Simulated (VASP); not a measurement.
# Ag (Fm-3m) in VASP: a series of runs

Ag is run at these levels: BLYP+D3(BJ), PBE; tasks: single point.

All numbers are computed with VASP 6.6.1; they aren't measurements. Logs are shortened: lines on timing, memory, paths and dates and some standing lists are left out, and cuts for length are marked.

## Step 1: The cell of the first run

The structure is cubic, space group Fm-3m (No. 225). The conventional cell has a = 4.139 Å, b = 4.139 Å, c = 4.139 Å, α = 90.00°, β = 90.00°, γ = 90.00°. Within 3.9 Å of Ag (site symmetry m-3m) lie 12 Ag at 2.93 Å.

## Step 2: Single point, BLYP+D3(BJ)

File INCAR:

```
AGGAC = 1.0
AGGAX = 1.0
ALDAC = 0.0
ALDAX = 1.0
ALGO = Normal
EDIFF = 1E-6
ENCUT = 520
GGA = B5
ISIF = 2
ISMEAR = -1
IVDW = 12
LASPH = True
LCHARG = False
LREAL = False
LWAVE = False
NBANDS = 12
NELM = 100
PREC = Accurate
SIGMA = 0.05
VDW_A1 = 0.4298
VDW_A2 = 4.2359
VDW_S6 = 1.0
VDW_S8 = 2.6996
```

File KPOINTS:

```
k-points
0
Gamma
  11 11 11
```

File POSCAR:

```
Ag
1.0
    0.0000000000      2.0696313722      2.0696313722
    2.0696313722      0.0000000000      2.0696313722
    2.0696313722      2.0696313722      0.0000000000
Ag
1
Direct
    0.0000000000      0.0000000000      0.0000000000
```

Potentials or basis: VASP PAW PBE potentials, release 64 (Ag).

The run is started by

```console
cat potpaw_PBE.64/Ag/POTCAR > POTCAR
mpirun -np 1 vasp_std > vasp.out
```

OUTCAR:

```text
EDIFF = 1E-6
   ENCUT = 520
   GGA = B5
   ISIF = 2
   ISMEAR = -1
   IVDW = 12
   LASPH = True
   LREAL = False
   NELM = 100
   PREC = Accurate
 IVDW          = 12

 ion  position               nearest neighbor table
   1  0.000  0.000  0.000-

  LATTYP: Found a face centered cubic cell.
 ALAT       =     4.1392627444

  Lattice vectors:

 A1 = (   0.0000000000,   2.0696313722,   2.0696313722)
 A2 = (   2.0696313722,   0.0000000000,   2.0696313722)
 A3 = (   2.0696313722,   2.0696313722,   0.0000000000)

Analysis of symmetry for initial positions (statically):
=====================================================================
 Subroutine PRICEL returns:
 Original cell was already a primitive cell.

 Routine SETGRP: Setting up the symmetry group for a
 face centered cubic supercell.

 Subroutine GETGRP returns: Found 48 space group operations
 (whereof 48 operations were pure point group operations)
 out of a pool of 48 trial point group operations.

The static configuration has the point symmetry O_h .

Analysis of symmetry for dynamics (positions and initial velocities):
=====================================================================
 Subroutine PRICEL returns:
 Original cell was already a primitive cell.

 Routine SETGRP: Setting up the symmetry group for a
 face centered cubic supercell.

 Subroutine GETGRP returns: Found 48 space group operations
 (whereof 48 operations were pure point group operations)
 out of a pool of 48 trial point group operations.

The dynamic configuration has the point symmetry O_h .

 Subroutine INISYM returns: Found 48 space group operations
 (whereof 48 operations are pure point group operations),
 and found     1 'primitive' translations

----------------------------------------------------------------------------------------

                                     Primitive cell

  volume of cell :      17.7300

  direct lattice vectors                    reciprocal lattice vectors
     0.000000000  2.069631372  2.069631372    -0.241588916  0.241588916  0.241588916
     2.069631372  0.000000000  2.069631372     0.241588916 -0.241588916  0.241588916
     2.069631372  2.069631372  0.000000000     0.241588916  0.241588916 -0.241588916

  length of vectors
     2.926900756  2.926900756  2.926900756     0.418444277  0.418444277  0.418444277

  position of ions in fractional coordinates (direct lattice)
     0.000000000  0.000000000  0.000000000

  ion indices of the primitive-cell ions
   primitive index   ion index
                 1           1

----------------------------------------------------------------------------------------

 KPOINTS: k-points

Automatic generation of k-mesh.
 Grid dimensions read from file:
 generate k-points for:   11   11   11

 Generating k-lattice:

  Cartesian coordinates                     Fractional coordinates (reciprocal lattice)
    -0.021962629  0.021962629  0.021962629     0.090909091  0.000000000  0.000000000
     0.021962629 -0.021962629  0.021962629     0.000000000  0.090909091  0.000000000
     0.021962629  0.021962629 -0.021962629     0.000000000  0.000000000  0.090909091

  Length of vectors
     0.038040389  0.038040389  0.038040389

  Shift w.r.t. Gamma in fractional coordinates (k-lattice)
     0.000000000  0.000000000  0.000000000

 Subroutine IBZKPT returns following result:
 ===========================================

 Found     56 irreducible k-points:

 Following reciprocal coordinates:
            Coordinates               Weight
  0.000000  0.000000  0.000000      1.000000
  0.090909  0.000000  0.000000      8.000000
  0.181818  0.000000  0.000000      8.000000
  0.272727  0.000000  0.000000      8.000000
  0.363636  0.000000  0.000000      8.000000
  0.454545  0.000000  0.000000      8.000000
[... 16 lines left out ...]
 -0.272727  0.181818  0.000000     24.000000
 -0.181818  0.181818  0.000000     12.000000
 [... further k-points ...]
   k-points           NKPTS =     56   k-points in BZ     NKDIM =     56   number of bands    NBANDS=     12
   number of dos      NEDOS =    301   number of ions     NIONS =      1
   total plane-waves  NPLWV =  13824
   dimension x,y,z NGX =    24 NGY =   24 NGZ =   24
   dimension x,y,z NGXF=    48 NGYF=   48 NGZF=   48
   ions per type =               1
   NGX,Y,Z   is equivalent  to a cutoff of  13.63, 13.63, 13.63 a.u.
   NGXF,Y,Z  is equivalent  to a cutoff of  27.26, 27.26, 27.26 a.u.
 SYSTEM =  unknown system
   PREC   = accura    normal or accurate (medium, high low for compatibility)
   ISTART =      0    job   : 0-new  1-cont  2-samecut
   ICHARG =      2    charge: 1-file 2-atom 10-const
   ISPIN  =      1    spin polarized calculation?
   LNONCOLLINEAR =      F non collinear calculations
   LSORBIT =      F    spin-orbit coupling
   LASPH  =      T    aspherical Exc in radial PAW
   ENCUT  =  520.0 eV  38.22 Ry    6.18 a.u.   5.44  5.44  5.44*2*pi/ulx,y,z
   NELM   =    100;   NELMIN=  2; NELMDL= -5     # of ELM steps
   EDIFF  = 0.1E-05   stopping-criterion for ELM
   LREAL  =      F    real-space projection
   EDIFFG = 0.1E-04   stopping-criterion for IOM
   NSW    =      0    number of steps for IOM
   IBRION =     -1    ionic relax: 0-MD 1-quasi-New 2-CG
   NFREE  =      0    steps in history (QN), initial steepest desc. (CG)
   ISIF   =      2    stress and relaxation
   ISYM   =      2    0-nonsym 1-usesym 2-fastsym
   POTIM  = 0.5000    time-step for ionic-motion
   TEBEG  =    0.0;   TEEND  =   0.0 temperature during run
   PSTRESS=    0.0 pullay stress
   NELECT =      11.0000    total number of electrons
   NUPDOWN=      -1.0000    fix difference up-down
   EMIN   =  10.00;   EMAX   =-10.00  energy-range for DOS
   EFERMI =   0.00;   METHOD = LEGACY
   ISMEAR =    -1;   SIGMA  =   0.05  broadening in eV -4-tet -1-fermi 0-gaus
   EFERMI_NEDOS =   21; number of points for ismear=-14 and -15
   IALGO  =     38    algorithm
   IMIX   =      4    mixing-type and parameters
     AMIX     =   0.40;   BMIX     =  1.00
     AMIX_MAG =   1.60;   BMIX_MAG =  1.00
  volume/ion in A,a.u.               =      17.73       119.65
  Fermi-wavevector in a.u.,A,eV,Ry     =   1.396270  2.638568 26.525508  1.949570
  Thomas-Fermi vector in A             =   2.519641
   LORBIT       =      0    0 simple, 1 ext, 2 COOP (PROOUT), +10 PAW based schemes
   GGA     = B5    functional components
   LHFCALC =     F    Hartree Fock is set to
   AEXX    =    0.0000 exact exchange contribution
   IVDW    =    12    specifies the selected vdW correction
   LEPSILON=     F    determine dielectric tensor
   LRPA    =     F    only Hartree local field effects (RPA)
 non-spin polarized calculation
  energy-cutoff  :      520.00
  volume of cell :       17.73
 maximum number of plane-waves:       531
 NGX is ok and might be reduce to    24
   NGX = 11   NGY = 11   NGZ = 11

 number of electron      10.9999999 magnetization

 Free energy of the ion-electron system (eV)
  ---------------------------------------------------
  ext. energy  EPLUGINS =         0.00000000
  ---------------------------------------------------
  free energy    TOTEN  =        -2.06113650 eV

  energy without entropy =       -2.05723562  energy(sigma->0) =       -2.05918606

 E-fermi :   8.7496     XC(G=0): -11.4037

 val. band max:        8.7436603241   @ k =  -0.2727   0.2727   0.0000
 cond. band min:       8.7788464332   @ k =   0.4545   0.3636   0.0000
 fundamental gap:      0.0351861091
 Fermi energy:         8.7496284770

 k-point     1 :       0.0000    0.0000    0.0000
  band No.  band energies     occupation
      1       0.9930      2.00000
      2       3.6552      2.00000
      3       3.6552      2.00000
      4       3.6552      2.00000
      5       4.6162      2.00000
      6       4.6162      2.00000
      7      24.6236      0.00000
      8      27.7284      0.00000
      9      27.7284      0.00000
     10      27.7284      0.00000
     11      33.0082      0.00000
     12      33.4365      0.00000

 k-point     2 :       0.0909    0.0000    0.0000
  band No.  band energies     occupation
      1       1.2405      2.00000
      2       3.6079      2.00000
      3       3.7197      2.00000
      4       3.7197      2.00000
      5       4.5948      2.00000
      6       4.5948      2.00000
      7      24.5048      0.00000
      8      26.0517      0.00000
      9      27.7881      0.00000
     10      27.7881      0.00000
     11      32.1551      0.00000
     12      33.1406      0.00000

 k-point     3 :       0.1818    0.0000    0.0000
  band No.  band energies     occupation
      1       1.8746      2.00000
      2       3.6009      2.00000
      3       3.8349      2.00000
      4       3.8349      2.00000
      5       4.6066      2.00000
      6       4.6066      2.00000
      7      21.9594      0.00000
      8      25.4266      0.00000
      9      27.7978      0.00000
     10      27.7978      0.00000
     11      30.9754      0.00000
     12      32.1494      0.00000

 k-point     4 :       0.2727    0.0000    0.0000
  band No.  band energies     occupation
      1       2.3280      2.00000
      2       3.8277      2.00000
      3       3.8277      2.00000
      4       4.2559      2.00000
      5       4.8085      2.00000
      6       4.8085      2.00000
      7      18.4578      0.00000
      8      25.0419      0.00000
      9      27.3475      0.00000
     10      27.3475      0.00000
     11      31.2425      0.00000
     12      31.2499      0.00000

 k-point     5 :       0.3636    0.0000    0.0000
  band No.  band energies     occupation
      1       2.3044      2.00000
      2       3.7256      2.00000
      3       3.7256      2.00000
      4       5.1206      2.00000
      5       5.1206      2.00000
      6       5.8839      2.00000
      7      15.0846      0.00000
      8      24.3865      0.00000
      9      26.4827      0.00000
     10      26.4827      0.00000
     11      30.9489      0.00000
     12      30.9489      0.00000
[... 228 lines left out ...]
      1       2.6325      2.00000
      2       3.4004      2.00000
      3       4.0572      2.00000
      4       4.3377      2.00000
      5       5.3400      2.00000
      6      10.0815      0.00000
      7      12.0733      0.00000
      8      20.8022      0.00000
      9      23.4896      0.00000
     10      24.7123      0.00000
     11      33.0651      0.00000
     12      33.0996      0.00000

 k-point    22 :      -0.3636    0.1818    0.0000
  band No.  band energies     occupation
      1       2.7383      2.00000
      2       3.4432      2.00000
      3       4.0436      2.00000
      4       4.3167      2.00000
      5       5.0552      2.00000
      6       8.8552      0.21592
      7      13.7140      0.00000
      8      20.1390      0.00000
      9      24.8324      0.00000
     10      24.9676      0.00000
     11      32.0745      0.00000
     12      32.7872      0.00000

 k-point    23 :      -0.2727    0.1818    0.0000
  band No.  band energies     occupation
      1       2.9182      2.00000
      2       3.5086      2.00000
      3       3.9833      2.00000
      4       4.1135      2.00000
      5       4.6434      2.00000
      6       7.0387      2.00000
      7      16.8618      0.00000
      8      20.0087      0.00000
      9      25.7173      0.00000
     10      26.7576      0.00000
     11      30.4223      0.00000
     12      32.7092      0.00000

 k-point    24 :      -0.1818    0.1818    0.0000
  band No.  band energies     occupation
      1       2.9085      2.00000
      2       3.3033      2.00000
      3       3.8906      2.00000
      4       4.2319      2.00000
      5       4.2613      2.00000
      6       5.7581      2.00000
      7      20.1064      0.00000
      8      20.5263      0.00000
      9      26.9412      0.00000
     10      28.7353      0.00000
     11      28.9903      0.00000
     12      32.3452      0.00000

 [... further k-points ...]

------------------------ aborting loop because EDIFF is reached ----------------------------------------

 Edisp (eV)   -1.29152

 E8    (eV) :    -0.9503

  FORCE on cell =-STRESS in cart. coord.  units (eV):
  Direction    XX          YY          ZZ          XY          YZ          ZX
  --------------------------------------------------------------------------------------
  -------------------------------------------------------------------------------------
  Total      -0.49532    -0.49532    -0.49532    -0.00000     0.00000    -0.00000
  in kB     -44.75987   -44.75987   -44.75987    -0.00000     0.00000    -0.00000
  external pressure =      -44.76 kB  Pullay stress =        0.00 kB

 VOLUME and BASIS-vectors are now :
 -----------------------------------------------------------------------------
  energy-cutoff  :      520.00
  volume of cell :       17.73
      direct lattice vectors                 reciprocal lattice vectors
     0.000000000  2.069631372  2.069631372    -0.241588916  0.241588916  0.241588916
     2.069631372  0.000000000  2.069631372     0.241588916 -0.241588916  0.241588916
     2.069631372  2.069631372  0.000000000     0.241588916  0.241588916 -0.241588916

 POSITION                                       TOTAL-FORCE (eV/Angst)
 -----------------------------------------------------------------------------------
      0.00000      0.00000      0.00000        -0.000000     -0.000000     -0.000000
 -----------------------------------------------------------------------------------
    total drift:                                0.000000     -0.000000     -0.000000

  FREE ENERGIE OF THE ION-ELECTRON SYSTEM (eV)
  ---------------------------------------------------
  free  energy   TOTEN  =        -3.3526583598 eV

  energy  without entropy=       -3.3487574765  energy(sigma->0) =       -3.35070792
```

It took 13 s on 1 thread of AMD EPYC 7R13 (Zen 3), shared host; peak memory 0.12 GiB.

What came out:

```
Free energy                : -3.3527 eV
Pressure                   : -4.5 GPa
Dispersion energy per atom : -1.292 eV
```

Levels at points of the mesh, in eV from the Fermi level:
| k point | band 2 | band 3 | band 4 | band 5 | band 6 | band 7 | band 8 | band 9 | band 10 | band 11 |
| --- | --- | --- | --- | --- | --- | --- | --- | --- | --- | --- |
| (0.00, 0.00, 0.00) | -5.09 | -5.09 | -5.09 | -4.13 | -4.13 | 15.87 | 18.98 | 18.98 | 18.98 | 24.26 |

Caveat: the PAW data sets were made with another functional, which shifts forces and pressure a little; pairwise dispersion overbinds metals, which lowers pressure and volume.

## Step 3: Single point, PBE

This run uses another cell than the first one, of 17.05 Å³/atom, 0.962 times its volume.

File INCAR:

```
SYSTEM = Ag
PREC = Accurate
ENCUT = 520
EDIFF = 1E-7
ISMEAR = -1
SIGMA = 0.02
LREAL = .False.
LASPH = .True.
NELM = 60
ALGO = Normal
ISIF = 2
LWAVE = .False.
LCHARG = .False.
GGA = PE
NBANDS = 12
```

File KPOINTS:

```
regular mesh
0
Gamma
  8 8 8
  0 0 0
```

File POSCAR:

```
Ag
1.0
    0.0000000000      2.0427500000      2.0427500000
    2.0427500000      0.0000000000      2.0427500000
    2.0427500000      2.0427500000      0.0000000000
Ag
1
Direct
    0.0000000000      0.0000000000      0.0000000000
```

Potentials or basis: VASP PAW PBE potentials, release 64 (Ag).

The run is started by

```console
cat potpaw_PBE.64/Ag/POTCAR > POTCAR
mpirun -np 1 vasp_std > vasp.out
```

OUTCAR:

```text
SYSTEM = Ag
   PREC = Accurate
   ENCUT = 520
   EDIFF = 1E-7
   ISMEAR = -1
   LREAL = .False.
   LASPH = .True.
   NELM = 60
   ISIF = 2
   GGA = PE

 ion  position               nearest neighbor table
   1  0.000  0.000  0.000-

  LATTYP: Found a face centered cubic cell.
 ALAT       =     4.0855000000

  Lattice vectors:

 A1 = (   0.0000000000,   2.0427500000,   2.0427500000)
 A2 = (   2.0427500000,   0.0000000000,   2.0427500000)
 A3 = (   2.0427500000,   2.0427500000,   0.0000000000)

Analysis of symmetry for initial positions (statically):
[... 531 lines left out ...]
      7      12.3872      0.00000
      8      20.8550      0.00000
      9      21.0151      0.00000
     10      26.9309      0.00000
     11      31.6919      0.00000
     12      35.7411      0.00000

 [... further k-points ...]
[... 5 lines left out ...]
  --------------------------------------------------------------------------------------
  -------------------------------------------------------------------------------------
  Total        0.5448629      0.5448629      0.5448629      0.0000000     -0.0000000     -0.0000000
  in kB       51.2061527     51.2061527     51.2061527      0.0000000     -0.0000000     -0.0000000
  external PRESSURE =      51.2061527 kB  Pullay stress =       0.0000000 kB

 VOLUME and BASIS-vectors are now :
 -----------------------------------------------------------------------------
  energy-cutoff  :      520.00
  volume of cell :       17.05
      direct lattice vectors                 reciprocal lattice vectors
     0.000000000  2.042750000  2.042750000    -0.244768082  0.244768082  0.244768082
     2.042750000  0.000000000  2.042750000     0.244768082 -0.244768082  0.244768082
     2.042750000  2.042750000  0.000000000     0.244768082  0.244768082 -0.244768082

 POSITION                                       TOTAL-FORCE (eV/Angst)
 -----------------------------------------------------------------------------------
      0.00000      0.00000      0.00000        -0.000000      0.000000     -0.000000
 -----------------------------------------------------------------------------------
    total drift:                                0.000000      0.000000     -0.000000

  FREE ENERGIE OF THE ION-ELECTRON SYSTEM (eV)
  ---------------------------------------------------
  free  energy   TOTEN  =        -2.6765884854 eV

  energy  without entropy=       -2.6750300785  energy(sigma->0) =       -2.67580928
```

It took 4.9 s on 1 thread of Intel Xeon 6975P-C, shared host; peak memory 0.14 GiB.

Results:

```yaml
Free_energy: -2.6766 eV
Pressure: 5.1 GPa
```

Levels at points of the mesh, in eV from the Fermi level:
```
           k point  band 3  band 4  band 5  band 6  band 7  band 8  band 9  band 10
(0.00, 0.00, 0.00)   -4.57   -4.57   -3.53   -3.53   16.26   19.84   19.84    19.84
(0.50, 0.00, 0.00)   -4.59   -2.74   -2.74   -0.17    3.84   15.49   18.11    18.11
(0.50, 0.50, 0.00)   -2.77   -2.53   -2.53    1.84    6.98   10.90   10.90    17.42
```
